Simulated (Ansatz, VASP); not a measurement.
Al: VASP beside Ansatz

```xyz
2
Lattice="2.8125 0.0000 0.0000 -1.4062 2.4357 0.0000 0.0000 0.0000 4.8669" Properties=species:S:1:pos:R:3 pbc="T T T"
Al    1.4062    0.8119    3.6501
Al    0.0000    1.6238    1.2167
```

Alike in both runs: task relaxation of cell and atoms; functional PBEsol; dispersion D3(BJ); k mesh 18 × 18 × 10; occupations gaussian, width 0.1 eV; no spin polarisation.

|  | VASP | Ansatz |
| --- | --- | --- |
| version | VASP 6.6.1 | Ansatz 0.2.0 |
| potentials or method | VASP PAW PBE potentials, release 64 (Al), cutoff 600 eV | scalar-relativistic, plane waves, PAW |
| valence electrons in the cell | 6 | 6 |

VASP gave:

```
gap on the k mesh at the Fermi level, each at its own relaxed structure (eV) : none
relaxed volume (Å³/atom)                                                     : 15.68
relaxed cell length with the largest relative difference (Å)                 : 4.651
```

Problem. What did Ansatz give for the same quantities?

Solution. gap on the k mesh at the Fermi level, each at its own relaxed structure (eV): none; relaxed volume (Å³/atom): 15.66; relaxed cell length with the largest relative difference (Å): 4.647.

VASP's potentials were made for PBE, not for PBEsol, and Ansatz warns of the same on its side. A gap of «none» marks a metal or a gap that the smearing closes.
